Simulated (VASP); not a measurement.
# SiS2: single point with PBE-based screened hybrid with 15 % exact exchange

The system is SiS2.

```xyz
6
Lattice="-2.7680 4.8810 2.7715 2.7680 -4.8810 2.7715 2.7680 4.8810 -2.7715" Properties=species:S:1:pos:R:3 pbc="T T T"
Si    0.0000    0.0000    4.1572
Si    0.0000    0.0000    1.3857
S     1.6018    3.7358    2.7715
S     1.1662    1.1452    0.0000
S     1.1662   -1.1452    2.7715
S     1.6018    6.0263    0.0000
```

```yaml
Program: VASP 6.6.1
Task: single point
Functional: PBE-based screened hybrid with 15 % exact exchange
Potentials_or_basis: VASP PAW PBE potentials, release 64 (Si, S)
Cutoff: 400 eV
k_mesh: 4 × 4 × 4
Occupations: gaussian, width 0.05 eV
Spin: no spin polarisation
Dipole_correction: no
Grid_for_exact_exchange_PRECFOCK: Normal
Share_of_exact_exchange: 0.15
Further_INCAR_settings: ALGO = Normal; EDIFF = 1e-06; NBANDS = 25
Screening_parameter: 0.5 1/Å
```

- Pressure: 0.3 GPa
- Largest force: 0.255 eV/Å
- Band gap on the k mesh: 3.10 eV (least direct gap 3.38 eV)

Forces in eV/Å, atoms in the order of the input:
```
Si   0.000  0.000  0.000
Si   0.000  0.000  0.000
S    0.181  0.180  0.000
S   -0.181 -0.180  0.000
S   -0.181  0.180  0.000
S    0.181 -0.180  0.000
```

Stress tensor (GPa, compression positive):
```
0.29 0.00 0.00
0.00 0.33 0.00
0.00 0.00 0.18
```

Levels at points of the mesh, in eV from the valence-band top:
| k point | band 14 | band 15 | band 16 | band 17 | band 18 | band 19 |
| --- | --- | --- | --- | --- | --- | --- |
| (0.00, 0.00, 0.00) | -0.80 | -0.74 | -0.53 | 3.82 | 4.24 | 4.32 |
| (0.50, 0.00, 0.00) | -1.26 | -0.72 | -0.72 | 3.74 | 3.74 | 5.35 |
| (0.00, 0.50, 0.00) | -0.98 | -0.62 | -0.62 | 3.63 | 3.63 | 5.01 |
| (0.50, 0.50, 0.00) | -1.32 | -1.06 | -0.04 | 4.30 | 4.96 | 5.24 |
| (0.50, 0.50, 0.50) | -1.91 | -1.38 | -0.28 | 3.10 | 4.19 | 4.51 |

Wall time 16 min on 4 MPI ranks on AMD EPYC 7R13 Processor (Zen 3), with other jobs on the host, peak memory 0.38 GiB a rank.

Caveat: the PAW data sets were made with another functional, which shifts forces and pressure a little. A k mesh can miss the band edges.
